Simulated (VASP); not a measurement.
A run of VASP 6.6.1 is set up as follows.

File INCAR:

```
ALGO = Normal ; DIPOL = 0.5 0.5 0.500
EDIFF = 1E-6 ; ENCUT = 520
GGA = PE ; IDIPOL = 3
ISIF = 2 ; ISMEAR = -1
LASPH = T ; LCHARG = F
LDIPOL = T ; LREAL = F
LWAVE = F ; NBANDS = 30
NELM = 100 ; PREC = Accurate
SIGMA = 0.1
```

KPOINTS

```
k-points
0
Gamma
  9 9 1
```

File POSCAR:

```
Na
1.0
    6.4765085789      0.0000000000      0.0000000000
    2.1588361930      4.8273044797      0.0000000000
    0.0000000000      0.0000000000     25.9122000000
Na
6
Direct
    0.0142846950      0.7428576525      0.3930220914
    0.4042396738      0.0478801631      0.4333873586
    0.7976150558      0.3511924721      0.4740039124
    0.2023849350      0.6488075325      0.5259960876
    0.5957603352      0.9521198324      0.5666126421
   -0.0142846949      0.2571423474      0.6069779078
```

Potentials or basis: VASP PAW PBE potentials, release 64 (Na_pv).

Run with:

```bash
$ cat potpaw_PBE.64/Na_pv/POTCAR > POTCAR
$ mpirun -np 1 vasp_std > vasp.out
```

(1) Predict the band gap on the k mesh.

(2) Estimate the largest force.

Answers

(1) zero (bands 21 and 22 overlap by 0.65 eV).

(2) 0.008 eV/Å.
